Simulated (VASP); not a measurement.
Write the native input for VASP 6.6.1 that does the following.

| Item | Value |
| --- | --- |
| Task | single point |
| Functional | HSE06 |
| Potentials or basis | VASP PAW PBE potentials, release 64 (Mo_sv, Te) |
| Cutoff | 520 eV |
| k mesh | 4 × 4 × 4 |
| Occupations | fermi-dirac, width 0.02 eV |
| Spin | no spin polarisation |
| Dipole correction | no |
| Grid for exact exchange (PRECFOCK) | Normal |
| Further INCAR settings | ALGO = Normal; EDIFF = 1e-06; NBANDS = 20 |
| Share of exact exchange | 0.25 |
| Screening parameter | 0.2079 1/Å |

The system is Te2Mo.

```
Mo Te
1.0
     0.00000    3.31483    3.31483
     3.31483    0.00000    3.31483
     3.31483    3.31483    0.00000
Mo Te
1 2
Cartesian
  0.0000 0.0000 0.0000
  1.6574 1.6574 1.6574
  4.9722 4.9722 4.9722
```

One way to write it, as run:

POSCAR

```
Te2Mo
1.0
    0.0000000000      3.3148317929      3.3148317929
    3.3148317929      0.0000000000      3.3148317929
    3.3148317929      3.3148317929      0.0000000000
Mo Te
1 2
Direct
    0.0000000000      0.0000000000      0.0000000000
    0.2500000000      0.2500000000      0.2500000000
    0.7500000000      0.7500000000      0.7500000000
```

INCAR.step1

```
PREC     = Accurate       # precision mode
ENCUT    = 520            # plane-wave cutoff, eV
EDIFF    = 1E-5           # SCF threshold, eV
ISMEAR   = -1             # smearing method
SIGMA    = 0.02           # smearing width, eV
LREAL    = False          # projectors in reciprocal space
LASPH    = True           # aspherical terms in the spheres
NELM     = 80             # most SCF steps
ALGO     = Normal         # electronic algorithm
ISIF     = 2              # what is computed and relaxed
LWAVE    = True           # write WAVECAR
LCHARG   = False          # write CHGCAR
GGA      = PE             # functional
NBANDS   = 20             # bands
```

INCAR.step2

```
PREC     = Accurate       # precision mode
ENCUT    = 520            # plane-wave cutoff, eV
EDIFF    = 1E-6           # SCF threshold, eV
ISMEAR   = -1             # smearing method
SIGMA    = 0.02           # smearing width, eV
LREAL    = False          # projectors in reciprocal space
LASPH    = True           # aspherical terms in the spheres
NELM     = 80             # most SCF steps
ALGO     = Normal         # electronic algorithm
ISIF     = 2              # what is computed and relaxed
LWAVE    = False          # write WAVECAR
LCHARG   = False          # write CHGCAR
GGA      = PE             # functional
LHFCALC  = True           # exact exchange
HFSCREEN = 0.2079         # screening, 1/A
PRECFOCK = Normal       
ISTART   = 1            
NBANDS   = 20             # bands
```

KPOINTS

```
Automatic mesh
0
Gamma
  4 4 4
```

Potentials or basis: VASP PAW PBE potentials, release 64 (Mo_sv, Te).

The run is started by

```bash
$ cat potpaw_PBE.64/Mo_sv/POTCAR potpaw_PBE.64/Te/POTCAR > POTCAR
$ cp INCAR.step1 INCAR
$ mpirun -np 1 vasp_std > vasp.out
$ cp INCAR.step2 INCAR
$ mpirun -np 1 vasp_std > vasp.out
```

Results of the run:

```json
{"Pressure": "-2.2 GPa", "Band gap on the k mesh": "zero (bands 13 and 14 overlap by 0.83 eV)"}
```

Caveat: the k points lie up to 0.41 Å⁻¹ apart, too coarse for converged energies and pressures of a metal; the structure was generated, so it needn't be the stable form of Te2Mo; the PAW data sets were made with another functional, which shifts forces and pressure a little; spin-orbit coupling is left out, which moves the levels of the heavy elements.

Wall time 27 min on 1 thread of Intel(R) Xeon(R) Platinum 8375C CPU @ 2.90GHz (Ice Lake), with other jobs on the host, peak memory 0.33 GiB.
